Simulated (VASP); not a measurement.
# Ca3S (Pm-3m) in VASP: further runs

Ca3S is run at these levels: r2SCAN; tasks: single point.

All numbers are computed with VASP 6.6.1; they aren't measurements. Logs are shortened: lines on timing, memory, paths and dates and some standing lists are left out, and cuts for length are marked.

### 1 The cell of the first run

It takes space group Pm-3m (No. 221, cubic). Conventional cell: a = 4.692 Å, b = 4.692 Å, c = 4.692 Å, α = 90.00°, β = 90.00°, γ = 90.00°. Ca (site symmetry 4/mmm) has 8 Ca at 3.32 Å and 4 S at 3.32 Å within 4.4 Å. Within 4.4 Å of S (site symmetry m-3m) lie 12 Ca at 3.32 Å.

### 2 Single point, r2SCAN

POSCAR reads:

```
Ca3S
1.0
    4.6919942986      0.0000000000      0.0000000000
    0.0000000000      4.6919942986      0.0000000000
    0.0000000000      0.0000000000      4.6919942986
Ca S
3 1
Direct
    0.0000000000      0.5000000000      0.5000000000
    0.5000000000      0.0000000000      0.5000000000
    0.5000000000      0.5000000000      0.0000000000
    0.0000000000      0.0000000000      0.0000000000
```

INCAR.step1 reads:

```
PREC = Accurate ; ENCUT = 520
ISMEAR = 0 ; SIGMA = 0.1
LREAL = F ; LASPH = T
NELM = 60 ; NBANDS = 26
GGA = PE ; ALGO = Normal
EDIFF = 1E-4 ; LWAVE = T
LCHARG = F
```

INCAR.step2 reads:

```
PREC = Accurate ; ENCUT = 520
EDIFF = 1E-6 ; ISMEAR = 0
SIGMA = 0.1 ; LREAL = F
LASPH = T ; NELM = 60
ALGO = Normal ; ISIF = 2
LWAVE = F ; LCHARG = F
METAGGA = R2SCAN ; LMIXTAU = T
NBANDS = 26 ; ISTART = 1
```

KPOINTS reads:

```
Automatic mesh
0
Gamma
  4 4 4
```

Potentials or basis: VASP PAW PBE potentials, release 64 (Ca_sv, S).

Launch:

```console
$ cat potpaw_PBE.64/Ca_sv/POTCAR potpaw_PBE.64/S/POTCAR > POTCAR
$ cp INCAR.step1 INCAR
$ mpirun -np 1 vasp_std > vasp.out
$ cp INCAR.step2 INCAR
$ mpirun -np 1 vasp_std > vasp.out
```

OUTCAR:

```text
PREC = Accurate
   ENCUT = 520
   EDIFF = 1E-6
   ISMEAR = 0
   LREAL = F
   LASPH = T
   NELM = 60
   ISIF = 2
   METAGGA = R2SCAN
   ISTART = 1

 ion  position               nearest neighbor table
   1  0.000  0.500  0.500-
   2  0.500  0.000  0.500-
   3  0.500  0.500  0.000-
   4  0.000  0.000  0.000-

  LATTYP: Found a simple cubic cell.
 ALAT       =     4.6919942986

  Lattice vectors:

 A1 = (   4.6919942986,   0.0000000000,   0.0000000000)
 A2 = (   0.0000000000,   4.6919942986,   0.0000000000)
 A3 = (   0.0000000000,   0.0000000000,   4.6919942986)

Analysis of symmetry for initial positions (statically):
=====================================================================
 Subroutine PRICEL returns:
 Original cell was already a primitive cell.

 Routine SETGRP: Setting up the symmetry group for a
 simple cubic supercell.

 Subroutine GETGRP returns: Found 48 space group operations
 (whereof 48 operations were pure point group operations)
 out of a pool of 48 trial point group operations.

The static configuration has the point symmetry O_h .

Analysis of symmetry for dynamics (positions and initial velocities):
=====================================================================
 Subroutine PRICEL returns:
 Original cell was already a primitive cell.

 Routine SETGRP: Setting up the symmetry group for a
 simple cubic supercell.

 Subroutine GETGRP returns: Found 48 space group operations
 (whereof 48 operations were pure point group operations)
 out of a pool of 48 trial point group operations.

The dynamic configuration has the point symmetry O_h .

 Subroutine INISYM returns: Found 48 space group operations
 (whereof 48 operations are pure point group operations),
 and found     1 'primitive' translations

----------------------------------------------------------------------------------------

                                     Primitive cell

  volume of cell :     103.2934

  direct lattice vectors                    reciprocal lattice vectors
     4.691994299  0.000000000  0.000000000     0.213128989  0.000000000  0.000000000
     0.000000000  4.691994299  0.000000000     0.000000000  0.213128989  0.000000000
     0.000000000  0.000000000  4.691994299     0.000000000  0.000000000  0.213128989

  length of vectors
     4.691994299  4.691994299  4.691994299     0.213128989  0.213128989  0.213128989

  position of ions in fractional coordinates (direct lattice)
     0.000000000  0.500000000  0.500000000
     0.500000000  0.000000000  0.500000000
     0.500000000  0.500000000  0.000000000
     0.000000000  0.000000000  0.000000000

  ion indices of the primitive-cell ions
   primitive index   ion index
                 1           1
                 2           2
                 3           3
                 4           4

----------------------------------------------------------------------------------------

 KPOINTS: Automatic mesh

Automatic generation of k-mesh.
 Grid dimensions read from file:
 generate k-points for:    4    4    4

 Generating k-lattice:

  Cartesian coordinates                     Fractional coordinates (reciprocal lattice)
     0.053282247  0.000000000  0.000000000     0.250000000  0.000000000  0.000000000
     0.000000000  0.053282247  0.000000000     0.000000000  0.250000000  0.000000000
     0.000000000  0.000000000  0.053282247     0.000000000  0.000000000  0.250000000

  Length of vectors
     0.053282247  0.053282247  0.053282247

  Shift w.r.t. Gamma in fractional coordinates (k-lattice)
     0.000000000  0.000000000  0.000000000

 Subroutine IBZKPT returns following result:
 ===========================================

 Found     10 irreducible k-points:

 Following reciprocal coordinates:
            Coordinates               Weight
  0.000000  0.000000  0.000000      1.000000
  0.250000  0.000000  0.000000      6.000000
  0.500000  0.000000  0.000000      3.000000
  0.250000  0.250000  0.000000     12.000000
  0.500000  0.250000  0.000000     12.000000
  0.500000  0.500000  0.000000      3.000000
  0.250000  0.250000  0.250000      8.000000
  0.500000  0.250000  0.250000     12.000000
  0.500000  0.500000  0.250000      6.000000
  0.500000  0.500000  0.500000      1.000000
   k-points           NKPTS =     10   k-points in BZ     NKDIM =     10   number of bands    NBANDS=     26
   number of dos      NEDOS =    301   number of ions     NIONS =      4
   total plane-waves  NPLWV =  46656
   dimension x,y,z NGX =    36 NGY =   36 NGZ =   36
   dimension x,y,z NGXF=    72 NGYF=   72 NGZF=   72
   ions per type =               3   1
   NGX,Y,Z   is equivalent  to a cutoff of  12.76, 12.76, 12.76 a.u.
   NGXF,Y,Z  is equivalent  to a cutoff of  25.51, 25.51, 25.51 a.u.
 SYSTEM =  unknown system
   PREC   = accura    normal or accurate (medium, high low for compatibility)
   ISTART =      1    job   : 0-new  1-cont  2-samecut
   ICHARG =      0    charge: 1-file 2-atom 10-const
   ISPIN  =      1    spin polarized calculation?
   LNONCOLLINEAR =      F non collinear calculations
   LSORBIT =      F    spin-orbit coupling
   LASPH  =      T    aspherical Exc in radial PAW
   ENCUT  =  520.0 eV  38.22 Ry    6.18 a.u.   8.72  8.72  8.72*2*pi/ulx,y,z
   NELM   =     60;   NELMIN=  2; NELMDL=  0     # of ELM steps
   EDIFF  = 0.1E-05   stopping-criterion for ELM
   LREAL  =      F    real-space projection
   EDIFFG = 0.1E-04   stopping-criterion for IOM
   NSW    =      0    number of steps for IOM
   IBRION =     -1    ionic relax: 0-MD 1-quasi-New 2-CG
   NFREE  =      0    steps in history (QN), initial steepest desc. (CG)
   ISIF   =      2    stress and relaxation
   ISYM   =      2    0-nonsym 1-usesym 2-fastsym
   POTIM  = 0.5000    time-step for ionic-motion
   TEBEG  =    0.0;   TEEND  =   0.0 temperature during run
   PSTRESS=    0.0 pullay stress
   NELECT =      36.0000    total number of electrons
   NUPDOWN=      -1.0000    fix difference up-down
   EMIN   =  10.00;   EMAX   =-10.00  energy-range for DOS
   EFERMI =   0.00;   METHOD = LEGACY
   ISMEAR =     0;   SIGMA  =   0.10  broadening in eV -4-tet -1-fermi 0-gaus
   EFERMI_NEDOS =   21; number of points for ismear=-14 and -15
   IALGO  =     38    algorithm
   IMIX   =      4    mixing-type and parameters
     AMIX     =   0.40;   BMIX     =  1.00
     AMIX_MAG =   1.60;   BMIX_MAG =  1.00
  volume/ion in A,a.u.               =      25.82       174.26
  Fermi-wavevector in a.u.,A,eV,Ry     =   1.152086  2.177127 18.059038  1.327302
  Thomas-Fermi vector in A             =   2.288739
   LORBIT       =      0    0 simple, 1 ext, 2 COOP (PROOUT), +10 PAW based schemes
   METAGGA = R2SCAN    functional components
   LHFCALC =     F    Hartree Fock is set to
   AEXX    =    0.0000 exact exchange contribution
   IVDW    =     0    specifies the selected vdW correction
   LEPSILON=     F    determine dielectric tensor
   LRPA    =     F    only Hartree local field effects (RPA)
 non-spin polarized calculation
 Gauss-broadening in eV      SIGMA  =   0.10
  energy-cutoff  :      520.00
  volume of cell :      103.29
 maximum number of plane-waves:      2809
 NGX is ok and might be reduce to    36
   NGX = 17   NGY = 17   NGZ = 17

 number of electron      36.0000013 magnetization

 Free energy of the ion-electron system (eV)
  ---------------------------------------------------
  ext. energy  EPLUGINS =         0.00000000
  ---------------------------------------------------
  free energy    TOTEN  =       -30.32304324 eV

  energy without entropy =      -30.30585161  energy(sigma->0) =      -30.31444743

 E-fermi :   5.1746     XC(G=0):  -9.6935

 val. band max:        5.1256788598   @ k =   0.2500   0.2500   0.0000
 cond. band min:       5.2994447586   @ k =   0.0000   0.0000   0.0000
 fundamental gap:      0.1737658988
 Fermi energy:         5.1746468640

 k-point     1 :       0.0000    0.0000    0.0000
  band No.  band energies     occupation
      1     -38.6844      2.00000
      2     -38.5717      2.00000
      3     -38.5717      2.00000
      4     -19.0478      2.00000
      5     -19.0478      2.00000
      6     -19.0478      2.00000
[... 18 lines left out ...]
     25       8.3863      0.00000
     26       8.3863      0.00000

 k-point     2 :       0.2500    0.0000    0.0000
  band No.  band energies     occupation
      1     -38.6700      2.00000
      2     -38.5859      2.00000
      3     -38.5715      2.00000
      4     -19.0095      2.00000
      5     -19.0095      2.00000
      6     -18.9956      2.00000
[... 18 lines left out ...]
     25       8.5162      0.00000
     26       8.5209      0.00000

 k-point     3 :       0.5000    0.0000    0.0000
  band No.  band energies     occupation
      1     -38.6467      2.00000
      2     -38.6091      2.00000
      3     -38.5713      2.00000
      4     -18.9543      2.00000
      5     -18.9543      2.00000
      6     -18.9049      2.00000
[... 18 lines left out ...]
     25       7.4431      0.00000
     26       7.4431      0.00000

 k-point     4 :       0.2500    0.2500    0.0000
  band No.  band energies     occupation
      1     -38.6572      2.00000
      2     -38.5902      2.00000
      3     -38.5796      2.00000
      4     -19.0368      2.00000
      5     -18.9701      2.00000
      6     -18.9183      2.00000
[... 18 lines left out ...]
     25       7.7033      0.00000
     26       8.4266      0.00000
[... 90 lines left out ...]
      1     -38.6275      2.00000
      2     -38.6086      2.00000
      3     -38.5898      2.00000
      4     -19.0506      2.00000
      5     -19.0070      2.00000
      6     -18.9783      2.00000
[... 18 lines left out ...]
     25       8.1745      0.00000
     26       8.1849      0.00000

 k-point     9 :       0.5000    0.5000    0.2500
  band No.  band energies     occupation
      1     -38.6085      2.00000
      2     -38.6084      2.00000
      3     -38.6084      2.00000
      4     -19.0845      2.00000
      5     -19.0538      2.00000
      6     -18.9892      2.00000
[... 18 lines left out ...]
     25       7.9039      0.00000
     26       8.2867      0.00000

 k-point    10 :       0.5000    0.5000    0.5000
  band No.  band energies     occupation
      1     -38.6082      2.00000
      2     -38.6082      2.00000
      3     -38.6082      2.00000
      4     -19.1642      2.00000
      5     -19.0501      2.00000
      6     -19.0501      2.00000
[... 18 lines left out ...]
     25       8.1245      0.00000
     26       8.1245      0.00000

------------------------ aborting loop because EDIFF is reached ----------------------------------------

  FORCE on cell =-STRESS in cart. coord.  units (eV):
  Direction    XX          YY          ZZ          XY          YZ          ZX
  --------------------------------------------------------------------------------------
  -------------------------------------------------------------------------------------
  Total        2.2795472      2.2795472      2.2795472      0.0000000     -0.0000000      0.0000000
  in kB       35.3579235     35.3579235     35.3579235      0.0000000     -0.0000000      0.0000000
  external PRESSURE =      35.3579235 kB  Pullay stress =       0.0000000 kB

 VOLUME and BASIS-vectors are now :
 -----------------------------------------------------------------------------
  energy-cutoff  :      520.00
  volume of cell :      103.29
      direct lattice vectors                 reciprocal lattice vectors
     4.691994299  0.000000000  0.000000000     0.213128989  0.000000000  0.000000000
     0.000000000  4.691994299  0.000000000     0.000000000  0.213128989  0.000000000
     0.000000000  0.000000000  4.691994299     0.000000000  0.000000000  0.213128989

 POSITION                                       TOTAL-FORCE (eV/Angst)
 -----------------------------------------------------------------------------------
      0.00000      2.34600      2.34600         0.000000      0.000000      0.000000
      2.34600      0.00000      2.34600         0.000000      0.000000      0.000000
      2.34600      2.34600      0.00000         0.000000      0.000000      0.000000
      0.00000      0.00000      0.00000         0.000000      0.000000      0.000000
 -----------------------------------------------------------------------------------
    total drift:                                0.000000      0.000000      0.000000

  FREE ENERGIE OF THE ION-ELECTRON SYSTEM (eV)
  ---------------------------------------------------
  free  energy   TOTEN  =       -30.3230432398 eV

  energy  without entropy=      -30.3058516122  energy(sigma->0) =      -30.31444743
```

Run time: 3 min. Hardware: 1 thread of AMD EPYC 7R13, shared host; peak memory 0.19 GiB.

Results:

```
Free energy            : -30.3230 eV
Pressure               : 3.5 GPa
Band gap on the k mesh : zero (band 18 reaches 5.80 eV, above the bottom of band 19 at 3.97 eV)
```

Caveat: the PAW data sets were made with another functional, which shifts forces and pressure a little.

### 3 Single point, r2SCAN

This run uses another cell than the first one, of 30.51 Å³/atom, 1.182 times its volume.

POSCAR reads:

```
Ca3S
1.0
    4.9603344577      0.0000000000      0.0000000000
    0.0000000000      4.9603344577      0.0000000000
    0.0000000000      0.0000000000      4.9603344577
Ca S
3 1
Direct
    0.0000000000      0.5000000000      0.5000000000
    0.5000000000      0.0000000000      0.5000000000
    0.5000000000      0.5000000000      0.0000000000
    0.0000000000      0.0000000000      0.0000000000
```

INCAR.step1 reads:

```
SYSTEM = Ca3S
PREC = Accurate
ENCUT = 520
ISMEAR = 0
SIGMA = 0.1
LREAL = .FALSE.
LASPH = .TRUE.
NELM = 60
NBANDS = 26
GGA = PE
ALGO = Normal
EDIFF = 1E-4
LWAVE = .TRUE.
LCHARG = .FALSE.
```

INCAR.step2 reads:

```
SYSTEM = Ca3S
PREC = Accurate
ENCUT = 520
EDIFF = 1E-6
ISMEAR = 0
SIGMA = 0.1
LREAL = .FALSE.
LASPH = .TRUE.
NELM = 60
ALGO = Normal
ISIF = 2
LWAVE = .FALSE.
LCHARG = .FALSE.
METAGGA = R2SCAN
LMIXTAU = .TRUE.
NBANDS = 26
ISTART = 1
```

KPOINTS reads:

```
regular mesh
0
G
  10 10 10
  0 0 0
```

Potentials or basis: VASP PAW PBE potentials, release 64 (Ca_sv, S).

Launch:

```console
$ cat potpaw_PBE.64/Ca_sv/POTCAR potpaw_PBE.64/S/POTCAR > POTCAR
$ cp INCAR.step1 INCAR
$ mpirun -np 1 vasp_std > vasp.out
$ cp INCAR.step2 INCAR
$ mpirun -np 1 vasp_std > vasp.out
```

Wall time 21 min (1 thread of AMD EPYC 7R13, shared host); peak memory 0.32 GiB.

The run converged. Its results:

```
Free energy            : -30.4711 eV
Pressure               : 0.1 GPa
Band gap on the k mesh : zero (band 18 reaches 4.55 eV, above the bottom of band 19 at 2.92 eV)
```

Levels at points of the mesh, in eV from the Fermi level:
```csv
k point,band 14,band 15,band 16,band 17,band 18,band 19,band 20,band 21,band 22,band 23
"(0.00, 0.00, 0.00)",-3.80,-3.80,-3.80,-3.66,-0.42,-0.42,-0.04,0.33,0.33,0.33
"(0.50, 0.00, 0.00)",-5.20,-3.93,-3.93,-1.85,-0.78,0.57,0.83,1.06,1.06,1.45
"(0.50, 0.50, 0.00)",-4.75,-4.75,-3.98,-1.78,0.50,0.50,0.63,1.17,1.48,1.48
"(0.50, 0.50, 0.50)",-4.33,-4.33,-4.33,-1.13,-1.13,-1.13,-0.29,1.18,2.11,2.11
```

Caveat: the PAW data sets were made with another functional, which shifts forces and pressure a little.
